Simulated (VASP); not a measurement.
# In (Fd-3m) in VASP: relaxation of cell and atoms with PBEsol

Aim: the relaxation of cell and atoms of In with PBEsol.

Program: VASP 6.6.1. These are calculated values, not measurements. Logs are shortened: lines on timing, memory, paths and dates and some standing lists are left out, and cuts for length are marked.

## Step 1: The cell of the first run

It takes space group Fd-3m (No. 227, cubic). Conventional cell: a = 6.348 Å, b = 6.348 Å, c = 6.348 Å, α = 90.00°, β = 90.00°, γ = 90.00°. In (site symmetry -43m) has 4 In at 2.75 Å within 3.6 Å.

## Step 2: Relaxation of cell and atoms, PBEsol

The input, INCAR:

```
PREC = Accurate ; ENCUT = 600
EDIFF = 1E-6 ; ISMEAR = -1
SIGMA = 0.08 ; LREAL = False
LASPH = True ; NELM = 60
ALGO = Normal ; ISIF = 3
LWAVE = False ; LCHARG = False
GGA = PS ; IBRION = 2
NSW = 60 ; EDIFFG = -0.005
```

The input, KPOINTS:

```
Automatic mesh
0
Gamma
  10 10 10
```

The input, POSCAR:

```
In
1.0
    0.0000000000      3.1740164767      3.1740164767
    3.1740164767      0.0000000000      3.1740164767
    3.1740164767      3.1740164767      0.0000000000
In
2
Direct
   -0.1250000000     -0.1250000000     -0.1250000000
    0.1250000000      0.1250000000      0.1250000000
```

Potentials or basis: VASP PAW PBE potentials, release 64 (In_d).

The run is started by

```sh
cat potpaw_PBE.64/In_d/POTCAR > POTCAR
mpirun -np 1 vasp_std > vasp.out
```

OUTCAR:

```text
PREC = Accurate
   ENCUT = 600
   EDIFF = 1E-6
   ISMEAR = -1
   LREAL = False
   LASPH = True
   NELM = 60
   ISIF = 3
   GGA = PS
   IBRION = 2
   NSW = 60
   EDIFFG = -0.005

 ion  position               nearest neighbor table
   1  0.875  0.875  0.875-   2 2.75   2 2.75   2 2.75   2 2.75
   2  0.125  0.125  0.125-   1 2.75   1 2.75   1 2.75   1 2.75

  LATTYP: Found a face centered cubic cell.
 ALAT       =     6.3480329534

  Lattice vectors:

 A1 = (   0.0000000000,   3.1740164767,   3.1740164767)
 A2 = (   3.1740164767,   0.0000000000,   3.1740164767)
 A3 = (   3.1740164767,   3.1740164767,   0.0000000000)

Analysis of symmetry for initial positions (statically):
=====================================================================
 Subroutine PRICEL returns:
 Original cell was already a primitive cell.

 Routine SETGRP: Setting up the symmetry group for a
 face centered cubic supercell.

 Subroutine GETGRP returns: Found 48 space group operations
 (whereof 12 operations were pure point group operations)
 out of a pool of 48 trial point group operations.

The static configuration has the point symmetry D_3d.
 The point group associated with its full space group is O_h .

Analysis of symmetry for dynamics (positions and initial velocities):
=====================================================================
 Subroutine PRICEL returns:
 Original cell was already a primitive cell.

 Routine SETGRP: Setting up the symmetry group for a
 face centered cubic supercell.

 Subroutine GETGRP returns: Found 48 space group operations
 (whereof 12 operations were pure point group operations)
 out of a pool of 48 trial point group operations.

The dynamic configuration has the point symmetry D_3d.
 The point group associated with its full space group is O_h .

 Subroutine INISYM returns: Found 48 space group operations
 (whereof 12 operations are pure point group operations),
 and found     1 'primitive' translations

----------------------------------------------------------------------------------------

                                     Primitive cell

  volume of cell :      63.9525

  direct lattice vectors                    reciprocal lattice vectors
     0.000000000  3.174016477  3.174016477    -0.157529113  0.157529113  0.157529113
     3.174016477  0.000000000  3.174016477     0.157529113 -0.157529113  0.157529113
     3.174016477  3.174016477  0.000000000     0.157529113  0.157529113 -0.157529113

  length of vectors
     4.488737149  4.488737149  4.488737149     0.272848427  0.272848427  0.272848427

  position of ions in fractional coordinates (direct lattice)
     0.875000000  0.875000000  0.875000000
     0.125000000  0.125000000  0.125000000

  ion indices of the primitive-cell ions
   primitive index   ion index
                 1           1
                 2           2

----------------------------------------------------------------------------------------

 KPOINTS: Automatic mesh

Automatic generation of k-mesh.
 Grid dimensions read from file:
 generate k-points for:   10   10   10

 Generating k-lattice:

  Cartesian coordinates                     Fractional coordinates (reciprocal lattice)
    -0.015752911  0.015752911  0.015752911     0.100000000  0.000000000  0.000000000
     0.015752911 -0.015752911  0.015752911     0.000000000  0.100000000  0.000000000
     0.015752911  0.015752911 -0.015752911     0.000000000  0.000000000  0.100000000

  Length of vectors
     0.027284843  0.027284843  0.027284843

  Shift w.r.t. Gamma in fractional coordinates (k-lattice)
     0.000000000  0.000000000  0.000000000

 Subroutine IBZKPT returns following result:
 ===========================================

 Found     47 irreducible k-points:

 Following reciprocal coordinates:
            Coordinates               Weight
  0.000000  0.000000  0.000000      1.000000
  0.100000  0.000000  0.000000      8.000000
  0.200000  0.000000  0.000000      8.000000
  0.300000  0.000000  0.000000      8.000000
  0.400000  0.000000  0.000000      8.000000
  0.500000  0.000000  0.000000      4.000000
[... 16 lines left out ...]
  0.300000  0.300000  0.000000      6.000000
  0.400000  0.300000  0.000000     24.000000
 [... further k-points ...]
   k-points           NKPTS =     47   k-points in BZ     NKDIM =     47   number of bands    NBANDS=     17
   number of dos      NEDOS =    301   number of ions     NIONS =      2
   total plane-waves  NPLWV =  46656
   dimension x,y,z NGX =    36 NGY =   36 NGZ =   36
   dimension x,y,z NGXF=    72 NGYF=   72 NGZF=   72
   ions per type =               2
   NGX,Y,Z   is equivalent  to a cutoff of  13.33, 13.33, 13.33 a.u.
   NGXF,Y,Z  is equivalent  to a cutoff of  26.67, 26.67, 26.67 a.u.
 SYSTEM =  unknown system
   PREC   = accura    normal or accurate (medium, high low for compatibility)
   ISTART =      0    job   : 0-new  1-cont  2-samecut
   ICHARG =      2    charge: 1-file 2-atom 10-const
   ISPIN  =      1    spin polarized calculation?
   LNONCOLLINEAR =      F non collinear calculations
   LSORBIT =      F    spin-orbit coupling
   LASPH  =      T    aspherical Exc in radial PAW
   ENCUT  =  600.0 eV  44.10 Ry    6.64 a.u.   8.97  8.97  8.97*2*pi/ulx,y,z
   NELM   =     60;   NELMIN=  2; NELMDL= -5     # of ELM steps
   EDIFF  = 0.1E-05   stopping-criterion for ELM
   LREAL  =      F    real-space projection
   EDIFFG = -.5E-02   stopping-criterion for IOM
   NSW    =     60    number of steps for IOM
   IBRION =      2    ionic relax: 0-MD 1-quasi-New 2-CG
   NFREE  =      1    steps in history (QN), initial steepest desc. (CG)
   ISIF   =      3    stress and relaxation
   ISYM   =      2    0-nonsym 1-usesym 2-fastsym
   POTIM  = 0.5000    time-step for ionic-motion
   TEBEG  =    0.0;   TEEND  =   0.0 temperature during run
   PSTRESS=    0.0 pullay stress
   NELECT =      26.0000    total number of electrons
   NUPDOWN=      -1.0000    fix difference up-down
   EMIN   =  10.00;   EMAX   =-10.00  energy-range for DOS
   EFERMI =   0.00;   METHOD = LEGACY
   ISMEAR =    -1;   SIGMA  =   0.08  broadening in eV -4-tet -1-fermi 0-gaus
   EFERMI_NEDOS =   21; number of points for ismear=-14 and -15
   IALGO  =     38    algorithm
   IMIX   =      4    mixing-type and parameters
     AMIX     =   0.40;   BMIX     =  1.00
     AMIX_MAG =   1.60;   BMIX_MAG =  1.00
  volume/ion in A,a.u.               =      31.98       215.79
  Fermi-wavevector in a.u.,A,eV,Ry     =   1.212775  2.291812 20.011752  1.470822
  Thomas-Fermi vector in A             =   2.348248
   LORBIT       =      0    0 simple, 1 ext, 2 COOP (PROOUT), +10 PAW based schemes
   GGA     = PS    functional components
   LHFCALC =     F    Hartree Fock is set to
   AEXX    =    0.0000 exact exchange contribution
   IVDW    =     0    specifies the selected vdW correction
   LEPSILON=     F    determine dielectric tensor
   LRPA    =     F    only Hartree local field effects (RPA)
 conjugate gradient relaxation of ions
 non-spin polarized calculation
  energy-cutoff  :      600.00
  volume of cell :       63.95
 maximum number of plane-waves:      2162
   NGX = 17   NGY = 17   NGZ = 17

--------------------------------------- Ionic step        1  -------------------------------------------

 number of electron      26.0000011 magnetization

 Free energy of the ion-electron system (eV)
  ---------------------------------------------------
  ext. energy  EPLUGINS =         0.00000000
  ---------------------------------------------------
  free energy    TOTEN  =        -5.11732974 eV

  energy without entropy =       -5.08972555  energy(sigma->0) =       -5.10352765

 E-fermi :   4.8293     XC(G=0):  -9.2126

 val. band max:        4.8115770841   @ k =   0.5000   0.3000   0.1000
 cond. band min:       4.9811748129   @ k =  -0.4000   0.3000   0.0000
 fundamental gap:      0.1695977288
 Fermi energy:         4.8292690180

 k-point     1 :       0.0000    0.0000    0.0000
  band No.  band energies     occupation
      1      -9.8935      2.00000
      2      -9.8935      2.00000
      3      -9.8935      2.00000
      4      -9.8087      2.00000
      5      -9.8087      2.00000
      6      -9.2257      2.00000
[... 9 lines left out ...]
     16       9.2342      0.00000
     17       9.2342      0.00000

 k-point     2 :       0.1000    0.0000    0.0000
  band No.  band energies     occupation
      1      -9.9111      2.00000
      2      -9.9111      2.00000
      3      -9.8902      2.00000
      4      -9.7841      2.00000
      5      -9.7841      2.00000
      6      -9.2401      2.00000
[... 9 lines left out ...]
     16       9.5757      0.00000
     17       9.5757      0.00000

 k-point     3 :       0.2000    0.0000    0.0000
  band No.  band energies     occupation
      1      -9.9353      2.00000
      2      -9.9353      2.00000
      3      -9.8815      2.00000
      4      -9.7431      2.00000
      5      -9.7431      2.00000
      6      -9.2651      2.00000
[... 472 lines left out ...]
  FORCE on cell =-STRESS in cart. coord.  units (eV):
  Direction    XX          YY          ZZ          XY          YZ          ZX
  --------------------------------------------------------------------------------------
  -------------------------------------------------------------------------------------
  Total       -0.0414842     -0.0414842     -0.0414842      0.0000000      0.0000000      0.0000000
  in kB       -0.9365574     -0.9365574     -0.9365574      0.0000000      0.0000000      0.0000000
  external PRESSURE =      -0.9365574 kB  Pullay stress =       0.0000000 kB

 VOLUME and BASIS-vectors are now :
 -----------------------------------------------------------------------------
  energy-cutoff  :      600.00
  volume of cell :       70.97
      direct lattice vectors                 reciprocal lattice vectors
    -0.000000000  3.286065698  3.286065698    -0.152157640  0.152157640  0.152157640
     3.286065698 -0.000000000  3.286065698     0.152157640 -0.152157640  0.152157640
     3.286065698  3.286065698 -0.000000000     0.152157640  0.152157640 -0.152157640

 POSITION                                       TOTAL-FORCE (eV/Angst)
 -----------------------------------------------------------------------------------
      5.75061      5.75061      5.75061        -0.000000     -0.000000     -0.000000
      0.82152      0.82152      0.82152         0.000000      0.000000      0.000000
 -----------------------------------------------------------------------------------
    total drift:                                0.000000      0.000000      0.000000

  FREE ENERGIE OF THE ION-ELECTRON SYSTEM (eV)
  ---------------------------------------------------
  free  energy   TOTEN  =        -5.1871122513 eV

  energy  without entropy=       -5.1566164093  energy(sigma->0) =       -5.17186433

--------------------------------------- Ionic step        3  -------------------------------------------

 number of electron      26.0000001 magnetization

 Free energy of the ion-electron system (eV)
  ---------------------------------------------------
  ext. energy  EPLUGINS =         0.00000000
  ---------------------------------------------------
  free energy    TOTEN  =        -5.18718733 eV

  energy without entropy =       -5.15683445  energy(sigma->0) =       -5.17201089

 E-fermi :   4.0005     XC(G=0):  -8.7755

 val. band max:        3.9575913795   @ k =  -0.4000   0.3000   0.1000
 cond. band min:       4.0089000008   @ k =   0.5000   0.3000   0.1000
 fundamental gap:      0.0513086213
 Fermi energy:         4.0004912394

 k-point     1 :       0.0000    0.0000    0.0000
  band No.  band energies     occupation
      1     -10.5911      2.00000
      2     -10.5911      2.00000
      3     -10.5911      2.00000
      4     -10.5192      2.00000
      5     -10.5192      2.00000
      6     -10.0559      2.00000
[... 9 lines left out ...]
     16       8.1210      0.00000
     17       8.1210      0.00000

 k-point     2 :       0.1000    0.0000    0.0000
  band No.  band energies     occupation
      1     -10.6045      2.00000
      2     -10.6045      2.00000
      3     -10.5883      2.00000
      4     -10.5005      2.00000
      5     -10.5005      2.00000
      6     -10.0692      2.00000
[... 9 lines left out ...]
     16       8.4163      0.00000
     17       8.4163      0.00000

 k-point     3 :       0.2000    0.0000    0.0000
  band No.  band energies     occupation
      1     -10.6237      2.00000
      2     -10.6237      2.00000
      3     -10.5808      2.00000
      4     -10.4684      2.00000
      5     -10.4684      2.00000
      6     -10.0912      2.00000
[... 436 lines left out ...]
  FORCE on cell =-STRESS in cart. coord.  units (eV):
  Direction    XX          YY          ZZ          XY          YZ          ZX
  --------------------------------------------------------------------------------------
  -------------------------------------------------------------------------------------
  Total       -0.0022683     -0.0022683     -0.0022683     -0.0000000     -0.0000000     -0.0000000
  in kB       -0.0513908     -0.0513908     -0.0513908     -0.0000000     -0.0000000     -0.0000000
  external PRESSURE =      -0.0513908 kB  Pullay stress =       0.0000000 kB

 VOLUME and BASIS-vectors are now :
 -----------------------------------------------------------------------------
  energy-cutoff  :      600.00
  volume of cell :       70.72
      direct lattice vectors                 reciprocal lattice vectors
    -0.000000000  3.282202230  3.282202230    -0.152336744  0.152336744  0.152336744
     3.282202230 -0.000000000  3.282202230     0.152336744 -0.152336744  0.152336744
     3.282202230  3.282202230 -0.000000000     0.152336744  0.152336744 -0.152336744

 POSITION                                       TOTAL-FORCE (eV/Angst)
 -----------------------------------------------------------------------------------
      5.74385      5.74385      5.74385        -0.000000     -0.000000     -0.000000
      0.82055      0.82055      0.82055         0.000000      0.000000      0.000000
 -----------------------------------------------------------------------------------
    total drift:                                0.000000      0.000000      0.000000

  FREE ENERGIE OF THE ION-ELECTRON SYSTEM (eV)
  ---------------------------------------------------
  free  energy   TOTEN  =        -5.1871873339 eV

  energy  without entropy=       -5.1568344519  energy(sigma->0) =       -5.17201089

 reached required accuracy - stopping structural energy minimisation
```

Wall time 98 s (1 thread of Intel Xeon 6975P-C, shared host); peak memory 0.24 GiB.

What came out:

```
Free energy                            : -5.1872 eV
Relaxed volume                         : 35.36 Å³/atom
Relaxed cell                           : a = 4.642 Å, b = 4.642 Å, c = 4.642 Å, α = 60.00°, β = 60.00°, γ = 60.00°
Space group after relaxing (to 0.05 Å) : Fd-3m (No. 227)
Energy gained by relaxing              : 34.9 meV/atom
Ionic steps                            : 3
Pressure after relaxing                : 0.0 GPa
Band gap on the k mesh                 : zero (band 13 reaches 6.46 eV, above the bottom of band 14 at 2.87 eV)
```

The path:
```csv
step,energy change (eV),largest force (eV/Å),pressure (GPa),volume (Å³)
1,0.0000,0.0000,3.67,63.95
2,-0.0698,0.0000,-0.09,70.97
3,-0.0699,0.0000,-0.01,70.72
```

Final structure:
```
In
1.0
     0.00000    3.28220    3.28220
     3.28220    0.00000    3.28220
     3.28220    3.28220    0.00000
In
2
Direct
  0.87500 0.87500 0.87500
  0.12500 0.12500 0.12500
```

Levels at points of the mesh, in eV from the Fermi level:
```csv
k point,band 9,band 10,band 11,band 12,band 13,band 14,band 15,band 16,band 17
"(0.00, 0.00, 0.00)",-14.00,-14.00,-8.17,2.46,2.46,2.46,2.55,4.12,4.12
"(0.50, 0.00, 0.00)",-13.95,-13.95,-6.35,-4.02,1.09,1.09,2.36,5.03,5.03
"(0.50, 0.50, 0.00)",-13.92,-13.92,-4.89,-4.89,-0.45,-0.45,2.49,2.49,10.01
```

Caveat: the PAW data sets were made with another functional, which shifts forces and pressure a little; spin-orbit coupling is left out, which moves the levels of the heavy elements.
